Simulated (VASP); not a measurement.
# WC (Cmmm) in VASP: a series of runs

Aim: see how the results for WC move with the level of theory and the settings. Levels: RPBE+D4, revPBE+D3(BJ), revPBE+D4. Tasks: single point, relaxation of cell and atoms.

Everything below comes from runs of VASP 6.6.1. Logs are shortened: lines on timing, memory, paths and dates and some standing lists are left out, and cuts for length are marked.

## (1) The cell of the first run

The structure is orthorhombic, space group Cmmm (No. 65). The conventional cell has a = 2.944 Å, b = 5.092 Å, c = 3.007 Å, α = 90.00°, β = 90.00°, γ = 90.00°. W (site symmetry mmm) has 4 C at 2.10 Å within 2.8 Å. Within 2.8 Å of C (site symmetry mmm) lie 4 W at 2.10 Å.

## (2) Single point, RPBE+D4

INCAR

```
  PREC = Accurate
  ENCUT = 520
  EDIFF = 1E-7
  ISMEAR = -1
  SIGMA = 0.05
  LREAL = F
  LASPH = T
  NELM = 80
  ALGO = Normal
  ISIF = 2
  LWAVE = F
  LCHARG = F
  GGA = RP
  IVDW = 13
  NBANDS = 16
```

KPOINTS

```
regular mesh
0
Gamma
  10 10 6
```

POSCAR

```
WC
1.0
    1.4719685657     -2.5459080682      0.0000000000
    1.4719685657      2.5459080682      0.0000000000
    0.0000000000      0.0000000000      3.0067574394
W C
1 1
Direct
    0.5000000000      0.5000000000      0.5000000000
    0.0000000000      0.0000000000      0.0000000000
```

Potentials or basis: VASP PAW PBE potentials, release 64 (W_sv, C).

The run is started by

```
cat potpaw_PBE.64/W_sv/POTCAR potpaw_PBE.64/C/POTCAR > POTCAR
mpirun -np 1 vasp_std > vasp.out
```

OUTCAR:

```text
PREC = Accurate
   ENCUT = 520
   EDIFF = 1E-7
   ISMEAR = -1
   LREAL = F
   LASPH = T
   NELM = 80
   ISIF = 2
   GGA = RP
   IVDW = 13

 ion  position               nearest neighbor table
   1  0.500  0.500  0.500-   2 2.10   2 2.10   2 2.10   2 2.10
   2  0.000  0.000  0.000-   1 2.10   1 2.10   1 2.10   1 2.10

  LATTYP: Found a base centered orthorhombic cell.
 ALAT       =     2.9439371314
 B/A-ratio  =     1.7295940467
 C/A-ratio  =     1.0213388755

  Lattice vectors:

 A1 = (   1.4719685657,  -2.5459080682,   0.0000000000)
 A2 = (   1.4719685657,   2.5459080682,   0.0000000000)
 A3 = (   0.0000000000,   0.0000000000,   3.0067574394)

Analysis of symmetry for initial positions (statically):
=====================================================================
 Subroutine PRICEL returns:
 Original cell was already a primitive cell.

 Routine SETGRP: Setting up the symmetry group for a
 base centered orthorhombic supercell.

 Subroutine GETGRP returns: Found  8 space group operations
 (whereof  8 operations were pure point group operations)
 out of a pool of  8 trial point group operations.

The static configuration has the point symmetry D_2h.

Analysis of symmetry for dynamics (positions and initial velocities):
=====================================================================
 Subroutine PRICEL returns:
 Original cell was already a primitive cell.

 Routine SETGRP: Setting up the symmetry group for a
 base centered orthorhombic supercell.

 Subroutine GETGRP returns: Found  8 space group operations
 (whereof  8 operations were pure point group operations)
 out of a pool of  8 trial point group operations.

The dynamic configuration has the point symmetry D_2h.

 Subroutine INISYM returns: Found  8 space group operations
 (whereof  8 operations are pure point group operations),
 and found     1 'primitive' translations

----------------------------------------------------------------------------------------

                                     Primitive cell

  volume of cell :      22.5356

  direct lattice vectors                    reciprocal lattice vectors
     1.471968566 -2.545908068  0.000000000     0.339681167 -0.196393580  0.000000000
     1.471968566  2.545908068  0.000000000     0.339681167  0.196393580  0.000000000
     0.000000000  0.000000000  3.006757439     0.000000000  0.000000000  0.332584194

  length of vectors
     2.940805901  2.940805901  3.006757439     0.392369384  0.392369384  0.332584194

  position of ions in fractional coordinates (direct lattice)
     0.500000000  0.500000000  0.500000000
     0.000000000  0.000000000  0.000000000

  ion indices of the primitive-cell ions
   primitive index   ion index
                 1           1
                 2           2

----------------------------------------------------------------------------------------

 KPOINTS: regular mesh

Automatic generation of k-mesh.
 Grid dimensions read from file:
 generate k-points for:   10   10    6

 Generating k-lattice:

  Cartesian coordinates                     Fractional coordinates (reciprocal lattice)
     0.033968117 -0.019639358  0.000000000     0.100000000 -0.000000000  0.000000000
     0.033968117  0.019639358  0.000000000    -0.000000000  0.100000000  0.000000000
     0.000000000  0.000000000  0.055430699     0.000000000  0.000000000  0.166666667

  Length of vectors
     0.039236938  0.039236938  0.055430699

  Shift w.r.t. Gamma in fractional coordinates (k-lattice)
     0.000000000  0.000000000  0.000000000

 Subroutine IBZKPT returns following result:
 ===========================================

 Found    124 irreducible k-points:

 Following reciprocal coordinates:
            Coordinates               Weight
  0.000000  0.000000  0.000000      1.000000
  0.100000  0.000000  0.000000      4.000000
  0.200000  0.000000  0.000000      4.000000
  0.300000  0.000000  0.000000      4.000000
  0.400000  0.000000  0.000000      4.000000
  0.500000  0.000000  0.000000      2.000000
[... 16 lines left out ...]
  0.300000  0.300000  0.000000      2.000000
  0.400000  0.300000  0.000000      4.000000
 [... further k-points ...]
   k-points           NKPTS =    124   k-points in BZ     NKDIM =    124   number of bands    NBANDS=     16
   number of dos      NEDOS =    301   number of ions     NIONS =      2
   total plane-waves  NPLWV =  13824
   dimension x,y,z NGX =    24 NGY =   24 NGZ =   24
   dimension x,y,z NGXF=    48 NGYF=   48 NGZF=   48
   ions per type =               1   1
   NGX,Y,Z   is equivalent  to a cutoff of  13.57, 13.57, 13.27 a.u.
   NGXF,Y,Z  is equivalent  to a cutoff of  27.13, 27.13, 26.54 a.u.
 SYSTEM =  unknown system
   PREC   = accura    normal or accurate (medium, high low for compatibility)
   ISTART =      0    job   : 0-new  1-cont  2-samecut
   ICHARG =      2    charge: 1-file 2-atom 10-const
   ISPIN  =      1    spin polarized calculation?
   LNONCOLLINEAR =      F non collinear calculations
   LSORBIT =      F    spin-orbit coupling
   LASPH  =      T    aspherical Exc in radial PAW
   ENCUT  =  520.0 eV  38.22 Ry    6.18 a.u.   5.47  5.47  5.59*2*pi/ulx,y,z
   NELM   =     80;   NELMIN=  2; NELMDL= -5     # of ELM steps
   EDIFF  = 0.1E-06   stopping-criterion for ELM
   LREAL  =      F    real-space projection
   EDIFFG = 0.1E-05   stopping-criterion for IOM
   NSW    =      0    number of steps for IOM
   IBRION =     -1    ionic relax: 0-MD 1-quasi-New 2-CG
   NFREE  =      0    steps in history (QN), initial steepest desc. (CG)
   ISIF   =      2    stress and relaxation
   ISYM   =      2    0-nonsym 1-usesym 2-fastsym
   POTIM  = 0.5000    time-step for ionic-motion
   TEBEG  =    0.0;   TEEND  =   0.0 temperature during run
   PSTRESS=    0.0 pullay stress
   NELECT =      18.0000    total number of electrons
   NUPDOWN=      -1.0000    fix difference up-down
   EMIN   =  10.00;   EMAX   =-10.00  energy-range for DOS
   EFERMI =   0.00;   METHOD = LEGACY
   ISMEAR =    -1;   SIGMA  =   0.05  broadening in eV -4-tet -1-fermi 0-gaus
   EFERMI_NEDOS =   21; number of points for ismear=-14 and -15
   IALGO  =     38    algorithm
   IMIX   =      4    mixing-type and parameters
     AMIX     =   0.40;   BMIX     =  1.00
     AMIX_MAG =   1.60;   BMIX_MAG =  1.00
  volume/ion in A,a.u.               =      11.27        76.04
  Fermi-wavevector in a.u.,A,eV,Ry     =   1.518946  2.870393 31.391337  2.307198
  Thomas-Fermi vector in A             =   2.627999
   LORBIT       =      0    0 simple, 1 ext, 2 COOP (PROOUT), +10 PAW based schemes
   GGA     = RP    functional components
   LHFCALC =     F    Hartree Fock is set to
   AEXX    =    0.0000 exact exchange contribution
   IVDW    =    13    specifies the selected vdW correction
   LEPSILON=     F    determine dielectric tensor
   LRPA    =     F    only Hartree local field effects (RPA)
 non-spin polarized calculation
  energy-cutoff  :      520.00
  volume of cell :       22.54
 maximum number of plane-waves:       623
 NGX is ok and might be reduce to    24
   NGX = 11   NGY = 11   NGZ = 11

 number of electron      18.0000002 magnetization

 Free energy of the ion-electron system (eV)
  ---------------------------------------------------
  ext. energy  EPLUGINS =         0.00000000
  ---------------------------------------------------
  free energy    TOTEN  =       -19.61195856 eV

  energy without entropy =      -19.60265829  energy(sigma->0) =      -19.60730842

 E-fermi :  10.7862     XC(G=0): -13.2472

 val. band max:       10.7812269392   @ k =   0.3000   0.1000   0.0000
 cond. band min:      10.7991917914   @ k =   0.4000   0.1000   0.1667
 fundamental gap:      0.0179648522
 Fermi energy:        10.7861536424

 k-point     1 :       0.0000    0.0000    0.0000
  band No.  band energies     occupation
      1     -63.7941      2.00000
      2     -27.9830      2.00000
      3     -27.8128      2.00000
      4     -27.5885      2.00000
      5      -4.0412      2.00000
      6       5.8975      2.00000
[... 8 lines left out ...]
     15      25.4100      0.00000
     16      27.1304      0.00000

 k-point     2 :       0.1000    0.0000    0.0000
  band No.  band energies     occupation
      1     -63.7893      2.00000
      2     -27.9724      2.00000
      3     -27.8752      2.00000
      4     -27.6141      2.00000
      5      -3.7749      2.00000
      6       5.9993      2.00000
[... 8 lines left out ...]
     15      24.7301      0.00000
     16      27.1986      0.00000

 k-point     3 :       0.2000    0.0000    0.0000
  band No.  band energies     occupation
      1     -63.7770      2.00000
      2     -28.0465      2.00000
      3     -27.9445      2.00000
      4     -27.6696      2.00000
      5      -3.0182      2.00000
      6       6.0057      2.00000
[... 8 lines left out ...]
     15      23.0202      0.00000
     16      26.9163      0.00000

 k-point     4 :       0.3000    0.0000    0.0000
  band No.  band energies     occupation
      1     -63.7618      2.00000
      2     -28.2606      2.00000
      3     -27.9098      2.00000
      4     -27.7286      2.00000
      5      -1.8792      2.00000
      6       4.8817      2.00000
[... 8 lines left out ...]
     15      22.3380      0.00000
     16      26.0088      0.00000
[... 324 lines left out ...]
 k-point    22 :      -0.2000    0.2000    0.0000
  band No.  band energies     occupation
      1     -63.7777      2.00000
      2     -27.9540      2.00000
      3     -27.8679      2.00000
      4     -27.8241      2.00000
      5      -3.3697      2.00000
      6       6.4474      2.00000
[... 8 lines left out ...]
     15      23.3817      0.00000
     16      27.8784      0.00000

 k-point    23 :       0.3000    0.3000    0.0000
  band No.  band energies     occupation
      1     -63.7398      2.00000
      2     -28.3954      2.00000
      3     -27.9798      2.00000
      4     -27.8644      2.00000
      5       0.3964      2.00000
      6       3.1170      2.00000
[... 8 lines left out ...]
     15      22.9794      0.00000
     16      24.1123      0.00000

 k-point    24 :       0.4000    0.3000    0.0000
  band No.  band energies     occupation
      1     -63.7403      2.00000
      2     -28.2988      2.00000
      3     -28.0609      2.00000
      4     -27.8714      2.00000
      5      -0.3791      2.00000
      6       4.1343      2.00000
[... 8 lines left out ...]
     15      23.0328      0.00000
     16      25.3166      0.00000

 [... further k-points ...]

------------------------ aborting loop because EDIFF is reached ----------------------------------------

  DFT-D4 for vdW energy calculation

  Edisp (eV):   -1.74406

  FORCE on cell =-STRESS in cart. coord.  units (eV):
  Direction    XX          YY          ZZ          XY          YZ          ZX
  --------------------------------------------------------------------------------------
  -------------------------------------------------------------------------------------
  Total       0.11979     0.05655     0.11686     0.00000     0.00000     0.00000
  in kB       8.51676     4.02035     8.30818     0.00000     0.00000     0.00000
  external pressure =        6.95 kB  Pullay stress =        0.00 kB

 VOLUME and BASIS-vectors are now :
 -----------------------------------------------------------------------------
  energy-cutoff  :      520.00
  volume of cell :       22.54
      direct lattice vectors                 reciprocal lattice vectors
     1.471968566 -2.545908068  0.000000000     0.339681167 -0.196393580  0.000000000
     1.471968566  2.545908068  0.000000000     0.339681167  0.196393580  0.000000000
     0.000000000  0.000000000  3.006757439     0.000000000  0.000000000  0.332584194

 POSITION                                       TOTAL-FORCE (eV/Angst)
 -----------------------------------------------------------------------------------
      1.47197      0.00000      1.50338         0.000000     -0.000000      0.000000
      0.00000      0.00000      0.00000         0.000000      0.000000      0.000000
 -----------------------------------------------------------------------------------
    total drift:                                0.000000     -0.000000     -0.000000

  FREE ENERGIE OF THE ION-ELECTRON SYSTEM (eV)
  ---------------------------------------------------
  free  energy   TOTEN  =       -21.3560163087 eV

  energy  without entropy=      -21.3467160386  energy(sigma->0) =      -21.35136617
```

Wall time 13 s (1 thread of Intel Xeon 6975P-C (Granite Rapids), shared host); peak memory 0.17 GiB.

Results:

| Item | Value |
| --- | --- |
| Free energy | -21.3560 eV |
| Pressure | 0.7 GPa |
| Band gap on the k mesh | zero (band 9 reaches 13.26 eV, above the bottom of band 10 at 9.91 eV) |
| Dispersion energy per atom | -0.872 eV |

Levels at points of the mesh, in eV from the Fermi level:
```
           k point  band 6  band 7  band 8  band 9  band 10  band 11  band 12  band 13
(0.00, 0.00, 0.00)   -4.89   -2.28   -1.37   -1.30     0.07     0.47     1.39     2.62
(0.50, 0.00, 0.00)   -8.56   -5.99   -5.99    1.46     2.83     3.33     5.24     5.70
(0.50, 0.50, 0.00)   -5.79   -4.15   -1.11   -0.97    -0.47     0.69     3.49     4.45
(0.00, 0.00, 0.50)   -9.07   -4.96   -2.22   -0.80    -0.77     2.54     3.23     9.01
(0.50, 0.00, 0.50)   -4.40   -4.03   -3.29   -1.36    -0.27     3.46     3.77     7.34
(0.50, 0.50, 0.50)   -8.13   -7.80   -5.93    2.47     2.86     3.73     5.63     6.03
```

Caveat: the PAW data sets were made with another functional, which shifts forces and pressure a little; spin-orbit coupling is left out, which moves the levels of the heavy elements; pairwise dispersion overbinds metals, which lowers pressure and volume.

## (3) Single point, revPBE+D3(BJ)

This run uses another cell than the first one, of 11.23 Å³/atom, 0.997 times its volume.

INCAR

```
SYSTEM = WC
  PREC = Accurate
  ENCUT = 520
  EDIFF = 1E-7
  ISMEAR = -1
  SIGMA = 0.05
  LREAL = .FALSE.
  LASPH = .TRUE.
  NELM = 80
  ALGO = Normal
  ISIF = 2
  LWAVE = .FALSE.
  LCHARG = .TRUE.
  GGA = RE
  IVDW = 12
  LELF = .TRUE.
  LVHAR = .TRUE.
  NBANDS = 16
```

KPOINTS

```
Automatic mesh
0
G
  10 10 6
  0 0 0
```

POSCAR

```
WC
1.0
    1.4715228148     -2.5412036854      0.0000000000
    1.4715228148      2.5412036854      0.0000000000
    0.0000000000      0.0000000000      3.0038945811
W C
1 1
Direct
    0.5000000000      0.5000000000      0.5000000000
    0.0000000000      0.0000000000      0.0000000000
```

Potentials or basis: VASP PAW PBE potentials, release 64 (W_sv, C).

The run is started by

```
cat potpaw_PBE.64/W_sv/POTCAR potpaw_PBE.64/C/POTCAR > POTCAR
mpirun -np 1 vasp_std > vasp.out
```

OUTCAR:

```text
SYSTEM = WC
   PREC = Accurate
   ENCUT = 520
   EDIFF = 1E-7
   ISMEAR = -1
   LREAL = .FALSE.
   LASPH = .TRUE.
   NELM = 80
   ISIF = 2
   GGA = RE
   IVDW = 12
 IVDW          = 12

 ion  position               nearest neighbor table
   1  0.500  0.500  0.500-   2 2.10   2 2.10   2 2.10   2 2.10
   2  0.000  0.000  0.000-   1 2.10   1 2.10   1 2.10   1 2.10

  LATTYP: Found a base centered orthorhombic cell.
 ALAT       =     2.9430456296
 B/A-ratio  =     1.7269210235
 C/A-ratio  =     1.0206755039
[... 647 lines left out ...]

 Edisp (eV)   -1.59210

 E8    (eV) :    -1.1307

  FORCE on cell =-STRESS in cart. coord.  units (eV):
  Direction    XX          YY          ZZ          XY          YZ          ZX
  --------------------------------------------------------------------------------------
  -------------------------------------------------------------------------------------
  Total       0.12492     0.05992     0.11956     0.00000     0.00000     0.00000
  in kB       8.90901     4.27346     8.52657     0.00000     0.00000     0.00000
  external pressure =        7.24 kB  Pullay stress =        0.00 kB

 VOLUME and BASIS-vectors are now :
 -----------------------------------------------------------------------------
  energy-cutoff  :      520.00
  volume of cell :       22.47
      direct lattice vectors                 reciprocal lattice vectors
     1.471522815 -2.541203685  0.000000000     0.339784062 -0.196757152  0.000000000
     1.471522815  2.541203685  0.000000000     0.339784062  0.196757152  0.000000000
     0.000000000  0.000000000  3.003894581     0.000000000  0.000000000  0.332901163

 POSITION                                       TOTAL-FORCE (eV/Angst)
 -----------------------------------------------------------------------------------
      1.47152      0.00000      1.50195         0.000000     -0.000000      0.000000
      0.00000      0.00000      0.00000        -0.000000      0.000000      0.000000
 -----------------------------------------------------------------------------------
    total drift:                                0.000000     -0.000000     -0.000000

  FREE ENERGIE OF THE ION-ELECTRON SYSTEM (eV)
  ---------------------------------------------------
  free  energy   TOTEN  =       -21.3824569197 eV

  energy  without entropy=      -21.3732664273  energy(sigma->0) =      -21.37786167
```

stdout:

```text
POSCAR found type information on POSCAR W C
 POSCAR found :  2 types and       2 ions
 scaLAPACK will be used
 -----------------------------------------------------------------------------
|                                                                             |
|                                                                             |
|     You enforced a specific xc type in the INCAR file but a different       |
|     I HOPE YOU KNOW WHAT YOU ARE DOING!                                     |
|                                                                             |
 -----------------------------------------------------------------------------

 LDA part: xc-table for (Slater+PW92), standard interpolation
 POSCAR, INCAR and KPOINTS ok, starting setup
 FFT: planning ... GRIDC
 FFT: planning ... GRID_SOFT
 FFT: planning ... GRID
 WAVECAR not read
 entering main loop
```

Wall time 13 s (1 thread of Intel Xeon 6975P-C (Granite Rapids), shared host); peak memory 0.18 GiB.

What came out:

* Free energy: -21.3825 eV
* Pressure: 0.7 GPa
* Band gap on the k mesh: zero (band 9 reaches 13.30 eV, above the bottom of band 10 at 9.93 eV)
* Dispersion energy per atom: -0.796 eV

Stress tensor (GPa, compression positive):
```
0.89 0.00 0.00
0.00 0.43 0.00
0.00 0.00 0.85
```

Caveat: the PAW data sets were made with another functional, which shifts forces and pressure a little; spin-orbit coupling is left out, which moves the levels of the heavy elements; pairwise dispersion overbinds metals, which lowers pressure and volume.

(Part 1 of 2 ends here.)
